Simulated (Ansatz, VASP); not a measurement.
# SiNi: VASP beside Ansatz

File INCAR:

```
PREC     = Accurate       # precision mode
ENCUT    = 590            # plane-wave cutoff, eV
EDIFF    = 1E-6           # SCF threshold, eV
ISMEAR   = -1             # smearing method
SIGMA    = 0.05           # smearing width, eV
LREAL    = F              # projectors in reciprocal space
LASPH    = T              # aspherical terms in the spheres
NELM     = 200            # most SCF steps
ALGO     = Normal         # electronic algorithm
ISIF     = 2              # what is computed and relaxed
LWAVE    = F              # write WAVECAR
LCHARG   = F              # write CHGCAR
ISPIN    = 2              # spin polarisation
MAGMOM   = 1.5 1.5 0 0    # initial moments
LORBIT   = 11             # projections on sites
NUPDOWN  = 3.0            # fixed moment
LMAXMIX  = 4              # l up to which the mixer works
GGA      = PE             # functional
NBANDS   = 34             # bands
GGA_COMPAT= F
```

The input KPOINTS:

```
Automatic mesh
0
Gamma
  8 7 5
```

The input POSCAR:

```
SiNi
1.0
    2.9427706600      0.0000000000      0.0000000000
    0.0000000000      3.2803255400      0.0000000000
    0.0000000000      0.0000000000      4.6774467600
Ni Si
2 2
Direct
    0.5000000000      0.5000000000      0.3424955900
    0.0000000000      0.0000000000      0.6575044100
    0.5000000000      0.5000000000      0.8431431600
    0.0000000000      0.0000000000      0.1568568400
```

Contents of input.yaml:

```yaml
crystal:
  lattice:
    - [2.94277066, 0.0, 0.0]
    - [0.0, 3.28032554, 0.0]
    - [0.0, 0.0, 4.67744676]
  atoms:
    - { symbol: Ni, position: [0.5, 0.5, 0.34249559], spin: 1.5 }
    - { symbol: Ni, position: [0.0, 0.0, 0.65750441], spin: 1.5 }
    - { symbol: Si, position: [0.5, 0.5, 0.84314316] }
    - { symbol: Si, position: [0.0, 0.0, 0.15685684] }
hamiltonian:
  xc: pbe
  pseudopotentials: { kind: paw }
magnetization:
  spin_polarized: true
  initial_magnetization: 3.0
  spin_locking: { lock_magnetization: hard }
kpoints:
  mp_grid: { grid: [8, 7, 5] }
scf:
  occupations: { method: fermi_dirac, width: 0.05 }
  lower_state_search: "off"
output:
  forces: true
  stress: true
  eigenvalues: true
```

Alike in both runs: task single point; functional PBE; k mesh 8 × 7 × 5; occupations fermi-dirac, width 0.05 eV; collinear spin; fixed moment 3 μB.

```csv
,VASP,Ansatz
version,VASP 6.6.1,Ansatz 0.2.0
potentials or method,"VASP PAW PBE potentials, release 64 (Ni_sv_GW, Si)",Ansatz PAW
plane-wave cutoff (eV),590,420
valence electrons in the cell,44,44
```

|  | VASP | Ansatz | Ansatz less VASP |
| --- | --- | --- | --- |
| pressure (GPa) | 19.0 | 21.2 | +2.18 |
| traceless stress, the component that is largest in VASP (GPa) | -5.87 | -5.82 | +0.054 |
| rms of the force components (eV/Å) | 0.355 | 0.351 | -0.0040 |
| net moment per atom (μB) | 0.75 | 0.75 | 0.000 |
| size of the moment on the site where the two differ most (μB) | 0.22 | 0.25 | +0.026 |

Site moments also hang on the region over which each program counts them. Atom by atom the forces differ by 0.004 eV/Å (rms over components). With one functional, cell and mesh, what is left measures potentials, basis and numerics.
